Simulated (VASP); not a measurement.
PdPt2:

```xyz
3
Lattice="4.3571 0.0000 0.0000 -2.1785 3.7733 0.0000 0.0000 0.0000 2.5691" Properties=species:S:1:pos:R:3 pbc="T T T"
Pd    0.0000    0.0000    0.0000
Pt    0.0000    2.5156    1.2845
Pt    2.1785    1.2578    1.2845
```

```yaml
Program: VASP 6.6.1
Task: relaxation of cell and atoms
Functional: PBE
Potentials_or_basis: VASP PAW PBE potentials, release 64 (Pd, Pt)
Cutoff: 600 eV
k_mesh: 6 × 6 × 6
Occupations: gaussian, width 0.1 eV
Spin: no spin polarisation
```

At the start: pressure 35.5 GPa; volume 14.08 Å³/atom.

Question: Where does the relaxation end?

Answer: Over 7 steps the energy falls by 184.1 meV/atom and the volume is 15.88 Å³/atom (+12.8 %); space group P6/mmm (No. 191, to 0.05 Å).

The path:
```csv
step,energy change (eV),largest force (eV/Å),pressure (GPa),volume (Å³)
1,0.0000,0.0000,35.50,42.24
2,1.4101,0.0000,-26.94,64.28
3,-0.5382,0.0000,-3.32,48.45
4,-0.5449,0.0000,-1.01,47.88
5,-0.5453,0.0000,-0.31,47.72
6,-0.5520,0.0000,0.33,47.61
7,-0.5522,0.0000,0.22,47.63
```

Final structure:
```yaml
crystal:
  lattice:
    - [4.49180, 0.00000, 0.00000]
    - [-2.24590, 3.89001, 0.00000]
    - [0.00000, 0.00000, 2.72570]
  atoms:
    - { symbol: Pd, position: [0.00000, 0.00000, 0.00000] }
    - { symbol: Pt, position: [0.33333, 0.66667, 0.50000] }
    - { symbol: Pt, position: [0.66667, 0.33333, 0.50000] }
```

Caveat: the k points lie up to 0.38 Å⁻¹ apart in the final cell.
